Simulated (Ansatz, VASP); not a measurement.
**N in VASP and in Ansatz**

File INCAR:

```
SYSTEM = N
PREC = Accurate
ENCUT = 520
EDIFF = 1E-7
ISMEAR = 0
SIGMA = 0.05
LREAL = .False.
LASPH = .True.
NELM = 150
ALGO = Normal
ISIF = 2
LWAVE = .False.
LCHARG = .False.
ISPIN = 2
MAGMOM = 3.24 3.24 3.24 3.24
LORBIT = 11
GGA = PS
NBANDS = 22
```

The input KPOINTS:

```
Automatic mesh
0
Gamma
  4 4 4
  0 0 0
```

The input POSCAR:

```
N
1.0
    5.8532402726      0.1520322149      0.1520322149
    0.1520322149      5.8532402726      0.1520322149
    0.1520322149      0.1520322149      5.8532402726
N
4
Direct
    0.0000638858      0.0000638858      0.0000638858
    0.4999361142      0.9999361142      0.5000638858
    0.5000638858      0.4999361142      0.9999361142
    0.9999361142      0.5000638858      0.4999361142
```

Input for Ansatz:

```yaml
crystal:
  lattice:
    - [5.8532402726, 0.1520322149, 0.1520322149]
    - [0.1520322149, 5.8532402726, 0.1520322149]
    - [0.1520322149, 0.1520322149, 5.8532402726]
  atoms:
    - { symbol: "N", position: [6.38858e-05, 6.38858e-05, 6.38858e-05], spin: 3.24 }
    - { symbol: "N", position: [0.4999361142, 0.9999361142, 0.5000638858], spin: 3.24 }
    - { symbol: "N", position: [0.5000638858, 0.4999361142, 0.9999361142], spin: 3.24 }
    - { symbol: "N", position: [0.9999361142, 0.5000638858, 0.4999361142], spin: 3.24 }
basis:
  ecutwfc: 420
kpoints:
  mp_grid: { grid: [4, 4, 4] }
hamiltonian:
  xc: pbesol
scf:
  occupations: { method: gaussian, width: 0.05 }
output:
  forces: true
  stress: true
  eigenvalues: true
  populations: true
magnetization:
  spin_polarized: true
```

Alike in both runs: task single point; functional PBEsol; k mesh 4 × 4 × 4; occupations gaussian, width 0.05 eV; collinear spin.

|  | VASP | Ansatz |
| --- | --- | --- |
| version | VASP 6.6.1 | Ansatz 0.2.0 |
| potentials or method | VASP PAW PBE potentials, release 64 (N), cutoff 520 eV | scalar-relativistic, plane waves, PAW |
| valence electrons in the cell | 20 | 20 |

Ansatz gave:

* gap on the k mesh at the Fermi level (eV): 3.31
* least direct gap on the mesh (eV): 3.35
* pressure (GPa): 0.1
* net moment per atom (μB): 3.00
* size of the moment on the site where the two differ most (μB): 2.94

Task: What did VASP give for the same quantities?

Result: gap on the k mesh at the Fermi level (eV): 3.31; least direct gap on the mesh (eV): 3.35; pressure (GPa): 0.0; net moment per atom (μB): 3.00; size of the moment on the site where the two differ most (μB): 1.94.

VASP's potentials were made for PBE, not for PBEsol. Site moments also hang on the region over which each program counts them.
